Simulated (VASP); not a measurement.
A run of VASP 6.6.1:

INCAR

```
PREC = Accurate
ENCUT = 520
EDIFF = 1E-7
ISMEAR = 0
SIGMA = 0.01
LREAL = False
LASPH = True
NELM = 100
ALGO = Normal
ISIF = 2
LWAVE = False
LCHARG = False
GGA = PS
NBANDS = 18
```

Contents of KPOINTS:

```
Automatic mesh
0
Gamma
  6 6 4
```

POSCAR

```
N
1.0
    4.0840619700      0.0000000000      0.0000000000
    0.0000000000      4.0840619700      0.0000000000
    0.0000000000      0.0000000000      5.3459132500
N
4
Direct
    0.9042751988      0.9042751988      0.0000000000
    0.5957247999      0.4042752001      0.4999999991
    0.0957248012      0.0957248012      0.0000000000
    0.4042752001      0.5957247999      0.4999999991
```

Potentials or basis: VASP PAW PBE potentials, release 64 (N).

Command:

```bash
$ cat potpaw_PBE.64/N/POTCAR > POTCAR
$ mpirun -np 1 vasp_std > vasp.out
```

Hardware: 1 thread of AMD EPYC 7R13 Processor (Zen 3) (shared host).

Question: How long does it take, and how much memory?

Answer: Run time: 28 s on 1 thread of AMD EPYC 7R13 Processor (Zen 3) (shared host), peak memory 0.15 GiB. Counts: scf iterations 14, k points 30.
